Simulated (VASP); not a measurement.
# Re (Pm-3m) in VASP: further runs, part 2 of 2

VASP 6.6.1. The steps go on from the part before.

### Step 3. Relaxation of cell and atoms, LDA, target pressure 60 GPa, at which the enthalpy is minimised

The input, INCAR:

```
SYSTEM = Re
ALGO = Normal
EDIFF = 1E-6
EDIFFG = -0.02
ENCUT = 600
IBRION = 2
ISIF = 3
ISMEAR = -1
LASPH = .TRUE.
LCHARG = .FALSE.
LREAL = .FALSE.
LWAVE = .FALSE.
NELM = 80
NSW = 60
PREC = Accurate
PSTRESS = 600.0
SIGMA = 0.1
```

The input, KPOINTS:

```
k-points
0
G
  9 9 9
  0 0 0
```

The input, POSCAR:

```
Re
1.0
    2.5300000000      0.0000000000      0.0000000000
    0.0000000000      2.5300000000      0.0000000000
    0.0000000000      0.0000000000      2.5300000000
Re
1
Direct
    0.0000000000      0.0000000000      0.0000000000
```

Potentials or basis: VASP PAW LDA potentials, release 64 (Re).

On the command line:

```bash
cat potpaw_LDA.64/Re/POTCAR > POTCAR
mpirun -np 1 vasp_std > vasp.out
```

OUTCAR:

```text
SYSTEM = Re
   EDIFF = 1E-6
   EDIFFG = -0.02
   ENCUT = 600
   IBRION = 2
   ISIF = 3
   ISMEAR = -1
   LASPH = .TRUE.
   LREAL = .FALSE.
   NELM = 80
   NSW = 60
   PREC = Accurate
   PSTRESS = 600.0

 ion  position               nearest neighbor table
   1  0.000  0.000  0.000-

  LATTYP: Found a simple cubic cell.
 ALAT       =     2.5300000000

  Lattice vectors:

 A1 = (   2.5300000000,   0.0000000000,   0.0000000000)
 A2 = (   0.0000000000,   2.5300000000,   0.0000000000)
 A3 = (   0.0000000000,   0.0000000000,   2.5300000000)

Analysis of symmetry for initial positions (statically):
=====================================================================
 Subroutine PRICEL returns:
 Original cell was already a primitive cell.

 Routine SETGRP: Setting up the symmetry group for a
 simple cubic supercell.

 Subroutine GETGRP returns: Found 48 space group operations
 (whereof 48 operations were pure point group operations)
 out of a pool of 48 trial point group operations.

The static configuration has the point symmetry O_h .

Analysis of symmetry for dynamics (positions and initial velocities):
=====================================================================
 Subroutine PRICEL returns:
 Original cell was already a primitive cell.

 Routine SETGRP: Setting up the symmetry group for a
 simple cubic supercell.

 Subroutine GETGRP returns: Found 48 space group operations
 (whereof 48 operations were pure point group operations)
 out of a pool of 48 trial point group operations.

The dynamic configuration has the point symmetry O_h .

 Subroutine INISYM returns: Found 48 space group operations
 (whereof 48 operations are pure point group operations),
 and found     1 'primitive' translations

----------------------------------------------------------------------------------------

                                     Primitive cell

  volume of cell :      16.1943

  direct lattice vectors                    reciprocal lattice vectors
     2.530000000  0.000000000  0.000000000     0.395256917  0.000000000  0.000000000
[... 122 lines left out ...]
--------------------------------------- Ionic step        1  -------------------------------------------

 number of electron       6.9999998 magnetization

 Free energy of the ion-electron system (eV)
  ---------------------------------------------------
  ext. energy  EPLUGINS =         0.00000000
  ---------------------------------------------------
  free energy    TOTEN  =       -12.41960700 eV

  energy without entropy =      -12.39080402  energy(sigma->0) =      -12.40520551

------------------------ aborting loop because EDIFF is reached ----------------------------------------

  FORCE on cell =-STRESS in cart. coord.  units (eV):
  Direction    XX          YY          ZZ          XY          YZ          ZX
  --------------------------------------------------------------------------------------
  -------------------------------------------------------------------------------------
  Total        0.2040764      0.2040764      0.2040764      0.0000000     -0.0000000      0.0000000
  in kB       20.1902548     20.1902548     20.1902548      0.0000000     -0.0000000      0.0000000
  external PRESSURE =    -579.8097452 kB  Pullay stress =     600.0000000 kB
[... 24 lines left out ...]
--------------------------------------- Ionic step        2  -------------------------------------------

 number of electron       7.0000000 magnetization

 E-fermi :  25.4085     XC(G=0): -19.0673

 val. band max:       25.2162710365   @ k =   0.3333   0.1111   0.0000
 cond. band min:      25.5756211149   @ k =   0.3333   0.3333   0.2222
 fundamental gap:      0.3593500784
 Fermi energy:        25.4084857353

 k-point     1 :       0.0000    0.0000    0.0000
  band No.  band energies     occupation
      1       7.4485      2.00000
      2       7.4485      2.00000
      3      11.7791      2.00000
      4      39.1921      0.00000
      5      39.1921      0.00000
      6      39.1921      0.00000
      7      45.6013      0.00000
[... 299 lines left out ...]
  energy  without entropy=      -12.2818686305  energy(sigma->0) =      -12.29540050

  enthalpy is  TOTEN    =        -6.6891258903 eV   P V=        5.6198064842

[... ionic steps 4 to 13 ...]

--------------------------------------- Ionic step       14  -------------------------------------------

 number of electron       6.9999999 magnetization

------------------------ aborting loop because EDIFF is reached ----------------------------------------
[... 69 lines left out ...]
--------------------------------------- Ionic step       16  -------------------------------------------

 number of electron       6.9999999 magnetization

 Free energy of the ion-electron system (eV)
  ---------------------------------------------------
  ext. energy  EPLUGINS =         0.00000000
  ---------------------------------------------------
  free energy    TOTEN  =       -12.05644965 eV

  energy without entropy =      -12.03013062  energy(sigma->0) =      -12.04329013

 E-fermi :   8.9456     XC(G=0): -13.9206

 val. band max:        8.9370393368   @ k =   0.2222   0.2222   0.0000
 cond. band min:       8.9804038889   @ k =   0.4444   0.1111   0.0000
 fundamental gap:      0.0433645521
 Fermi energy:         8.9456065334

 k-point     1 :       0.0000    0.0000    0.0000
  band No.  band energies     occupation
      1      -1.4394      2.00000
      2       2.2121      2.00000
      3       2.2121      2.00000
      4      13.7115      0.00000
      5      13.7115      0.00000
      6      13.7115      0.00000
      7      26.1265      0.00000
[... 262 lines left out ...]
  energy  without entropy=      -12.0301306154  energy(sigma->0) =      -12.04329013

  enthalpy is  TOTEN    =        -6.7811626621 eV   P V=        5.2752869911

 reached required accuracy - stopping structural energy minimisation
```

CONTCAR:

```text
Re
   1.00000000000000
     2.4151001292913850   -0.0000000000000000    0.0000000000000000
     0.0000000000000000    2.4151001292913850    0.0000000000000000
     0.0000000000000000    0.0000000000000000    2.4151001292913850
  Re
     1
Direct
     0.0000000000000000    0.0000000000000000    0.0000000000000000

  0.00000000E+00  0.00000000E+00  0.00000000E+00
```

Run time: 28 s. Hardware: 1 thread of Intel Xeon Platinum 8488C (Sapphire Rapids), shared host; peak memory 0.14 GiB.

What came out:

```yaml
Free_energy: -12.0564 eV
Relaxed_volume: 14.09 Å³/atom
Relaxed_cell: a = 2.415 Å, b = 2.415 Å, c = 2.415 Å, α = 90.00°, β = 90.00°, γ = 90.00°
Space_group_after_relaxing_to_0.05_Å: Pm-3m (No. 221)
Energy_change_on_relaxing_the_enthalpy_is_what_falls: +363.2 meV/atom
Ionic_steps: 16
Pressure_after_relaxing: 59.8 GPa
```

The path:
```csv
step,energy change (eV),largest force (eV/Å),pressure (GPa),volume (Å³)
1,0.0000,0.0000,2.02,16.19
2,29.4256,0.0000,1928.08,5.98
3,0.1107,0.0000,29.64,15.01
4,0.2158,0.0000,43.64,14.54
5,0.3728,0.0000,60.79,14.06
6,0.3575,0.0000,59.26,14.10
7,0.3580,0.0000,59.27,14.10
8,0.3594,0.0000,59.38,14.10
9,0.3594,0.0000,59.43,14.10
10,0.3594,0.0000,59.44,14.10
11,0.3595,0.0000,59.45,14.10
12,0.3596,0.0000,59.47,14.10
13,0.3598,0.0000,59.47,14.10
14,0.3603,0.0000,59.51,14.09
15,0.3613,0.0000,59.58,14.09
16,0.3632,0.0000,59.78,14.09
```

Final structure:
```
Re
1.0
     2.41510    0.00000    0.00000
     0.00000    2.41510    0.00000
     0.00000    0.00000    2.41510
Re
1
Direct
  0.00000 0.00000 0.00000
```

Levels at points of the mesh, in eV from the Fermi level:
```tsv
k point	band 1	band 2	band 3	band 4	band 5	band 6
(0.00, 0.00, 0.00)	-10.39	-6.73	-6.73	4.77	4.77	4.77
```

Caveat: the cell is relaxed towards a set pressure, so the enthalpy falls and the energy may rise; spin-orbit coupling is left out, which moves the levels of the heavy elements.
